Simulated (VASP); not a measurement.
A run of VASP 6.6.1:

Contents of INCAR:

```
SYSTEM = Pt
  ALGO = Normal
  EDIFF = 1E-6
  ENCUT = 520
  GGA = PS
  ISIF = 2
  ISMEAR = 1
  LASPH = .TRUE.
  LCHARG = .FALSE.
  LREAL = .FALSE.
  LWAVE = .FALSE.
  NBANDS = 11
  NELM = 80
  PREC = Accurate
  SIGMA = 0.01
```

The input KPOINTS:

```
k-points
0
G
  9 8 9
  0 0 0
```

POSCAR

```
Pt
1.0
   -1.5821724000      1.5849819900      1.5846552900
    1.6029151900     -1.5797795700      1.6001956600
    1.5674823500      1.5650895200     -1.5794528700
Pt
1
Direct
    0.0000000000      0.0000000000      0.0000000000
```

Potentials or basis: VASP PAW PBE potentials, release 64 (Pt).

Launch:

```bash
$ cat potpaw_PBE.64/Pt/POTCAR > POTCAR
$ mpirun -np 1 vasp_std > vasp.out
```

Hardware: 1 thread of Intel(R) Xeon(R) Platinum 8488C (Sapphire Rapids), on a shared host.

Question: How long does it take, and how much memory?

Answer: Run time: 33 s on 1 thread of Intel(R) Xeon(R) Platinum 8488C (Sapphire Rapids), with other jobs on the host, peak memory 0.17 GiB. Counts: scf iterations 11, k points 325.
